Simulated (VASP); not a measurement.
Here is a VASP 6.6.1 calculation.

POSCAR

```
LiH
1.0
    3.0532516987      0.0000000000      0.0000000000
   -1.5266258493      2.6441935352      0.0000000000
    0.0000000000      0.0000000000      9.6898573084
Li H
4 4
Direct
    0.0000000000      0.0000000000     -0.0033890024
    0.3333333333      0.6666666667      0.2490023997
    0.0000000000      0.0000000000      0.4966109976
    0.6666666667      0.3333333333      0.7490023997
    0.0000000000      0.0000000000      0.1903589796
    0.3333333333      0.6666666667      0.4390276231
    0.0000000000      0.0000000000      0.6903589796
    0.6666666667      0.3333333333      0.9390276231
```

Contents of INCAR.step1:

```
SYSTEM = LiH
PREC = Accurate
ENCUT = 520
ISMEAR = -1
SIGMA = 0.03
LREAL = .False.
LASPH = .True.
NELM = 80
NBANDS = 18
GGA = PE
ALGO = Normal
EDIFF = 1E-4
LWAVE = .True.
LCHARG = .False.
```

Contents of INCAR.step2:

```
SYSTEM = LiH
PREC = Accurate
ENCUT = 520
EDIFF = 1E-6
ISMEAR = -1
SIGMA = 0.03
LREAL = .False.
LASPH = .True.
NELM = 80
ALGO = Normal
ISIF = 2
LWAVE = .False.
LCHARG = .False.
METAGGA = R2SCAN
LMIXTAU = .True.
LUSE_VDW = .True.
IVDW_NL = 2
BPARAM = 11.95
CPARAM = 0.0093
NBANDS = 18
ISTART = 1
```

KPOINTS

```
regular mesh
0
Gamma
  12 12 4
  0 0 0
```

Potentials or basis: VASP PAW PBE potentials, release 64 (Li_sv, H).

Command:

```bash
$ cat potpaw_PBE.64/Li_sv/POTCAR potpaw_PBE.64/H/POTCAR > POTCAR
$ cp INCAR.step1 INCAR
$ mpirun -np 1 vasp_std > vasp.out
$ cp INCAR.step2 INCAR
$ mpirun -np 1 vasp_std > vasp.out
```

Predict the largest force.

0.023 eV/Å.

Estimate the band gap on the k mesh.

4.76 eV (least direct gap 5.23 eV).

Forces in eV/Å, atoms in the order of the input:
```
Li   0.000  0.000 -0.023
Li   0.000  0.000  0.016
Li   0.000  0.000 -0.023
Li   0.000  0.000  0.016
H    0.000  0.000  0.003
H    0.000  0.000  0.005
H    0.000  0.000  0.003
H    0.000  0.000  0.005
```

Caveat: the PAW data sets were made with another functional, which shifts forces and pressure a little. A k mesh can miss the band edges.
